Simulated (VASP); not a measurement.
Y: single point with r2SCAN

The system is Y.

```
Y
1.0
     0.60573    2.82182    2.82182
     2.82182    0.60573    2.82182
     2.82182    2.82182    0.60573
Y
1
Cartesian
  0.0000 0.0000 0.0000
```

This cell differs from its parent crystal: ratio of the length along [111] to the lengths across it x 1.41, volume and fractional coordinates fixed.

```
Program             : VASP 6.6.1
Task                : single point
Functional          : r2SCAN
Potentials or basis : VASP PAW PBE potentials, release 64 (Y_sv)
Cutoff              : 520 eV
k mesh              : 18 × 18 × 18
Occupations         : gaussian, width 0.15 eV
Spin                : no spin polarisation
```

```
Pressure               : 5.9 GPa
Band gap on the k mesh : zero (an odd number of electrons rules out a gap without spin polarisation)
```

Stress tensor (GPa, compression positive):
```
 5.90 -8.52 -8.52
-8.52  5.90 -8.52
-8.52 -8.52  5.90
```

Levels at points of the mesh, in eV from the Fermi level:
```tsv
k point	band 2	band 3	band 4	band 5	band 6	band 7	band 8	band 9	band 10	band 11
(0.00, 0.00, 0.00)	-23.17	-22.65	-22.65	-4.69	-0.11	2.61	2.61	5.72	5.72	7.85
(0.50, 0.00, 0.00)	-24.14	-23.00	-22.98	-1.87	0.17	2.04	3.83	4.02	7.86	9.14
(0.50, 0.50, 0.00)	-24.12	-23.07	-23.00	-1.81	-1.09	3.10	5.46	5.54	7.27	7.90
(0.50, 0.50, 0.50)	-23.41	-22.66	-22.66	-2.64	-0.77	2.50	2.50	6.04	6.23	6.23
```

It took 9.7 min on 1 thread of Intel(R) Xeon(R) 6975P-C (Granite Rapids), with other jobs on the host, peak memory 0.37 GiB.

Caveat: the cell stands under pressure; the PAW data sets were made with another functional, which shifts forces and pressure a little.
